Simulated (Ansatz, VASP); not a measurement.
Te2Mo in VASP and in Ansatz

Contents of INCAR:

```
  ALGO = Normal
  EDIFF = 1E-6
  ENCUT = 500
  GGA = PE
  GGA_COMPAT = F
  ISIF = 2
  ISMEAR = 0
  IVDW = 12
  LASPH = T
  LCHARG = T
  LELF = T
  LREAL = F
  LVHAR = T
  LWAVE = F
  NBANDS = 35
  NELM = 120
  PREC = Accurate
  SIGMA = 0.02
```

KPOINTS

```
k-points
0
Gamma
  12 12 4
```

The input POSCAR:

```
Te2Mo
1.0
    3.5182000000      0.0000000000      0.0000000000
   -1.7591000000      3.0468505760      0.0000000000
    0.0000000000      0.0000000000     13.9736000000
Te Mo
4 2
Direct
    0.3333333330      0.6666666670      0.6210000000
    0.6666666670      0.3333333330      0.1210000000
    0.3333333330      0.6666666670      0.8790000000
    0.6666666670      0.3333333330      0.3790000000
    0.3333333330      0.6666666670      0.2500000000
    0.6666666670      0.3333333330      0.7500000000
```

Input for Ansatz:

```yaml
crystal:
  lattice:
    - [3.5182, 0.0, 0.0]
    - [-1.7591, 3.046850576, 0.0]
    - [0.0, 0.0, 13.9736]
  atoms:
    - { symbol: Te, position: [0.333333333, 0.666666667, 0.621] }
    - { symbol: Te, position: [0.666666667, 0.333333333, 0.121] }
    - { symbol: Te, position: [0.333333333, 0.666666667, 0.879] }
    - { symbol: Te, position: [0.666666667, 0.333333333, 0.379] }
    - { symbol: Mo, position: [0.333333333, 0.666666667, 0.25] }
    - { symbol: Mo, position: [0.666666667, 0.333333333, 0.75] }
basis:
  ecutwfc: 420
kpoints:
  mp_grid: { grid: [12, 12, 4] }
hamiltonian:
  xc: pbe
  dispersion: d3bj
scf:
  occupations: { method: gaussian, width: 0.02 }
output:
  forces: true
  stress: true
  eigenvalues: true
  write_density: true
  write_potential: true
  elf: true
  volumetric_format: npy
```

Alike in both runs: task single point; functional PBE; dispersion D3(BJ); k mesh 12 × 12 × 4; occupations gaussian, width 0.02 eV; no spin polarisation.

|  | VASP | Ansatz |
| --- | --- | --- |
| version | VASP 6.6.1 | Ansatz 0.2.0 |
| potentials or method | VASP PAW PBE potentials, release 64 (Te, Mo_sv), cutoff 500 eV | scalar-relativistic, plane waves, PAW |
| valence electrons in the cell | 52 | 92 |

|  | VASP | Ansatz | Ansatz less VASP |
| --- | --- | --- | --- |
| gap on the k mesh at the Fermi level (eV) | 0.75 | 0.76 | +0.005 |
| least direct gap on the mesh (eV) | 1.04 | 1.04 | +0.001 |
| pressure (GPa) | -0.5 | -0.5 | -0.02 |
| traceless stress, the component that is largest in VASP (GPa) | 0.50 | 0.45 | -0.058 |
| rms of the force components (eV/Å) | 0.085 | 0.079 | -0.0068 |

Atom by atom the forces differ by 0.007 eV/Å (rms over components). VASP's potentials hold 52 valence electrons a cell and Ansatz's 92, so a difference there can come from the potentials and not from the codes.

Neither program's run includes spin-orbit coupling.
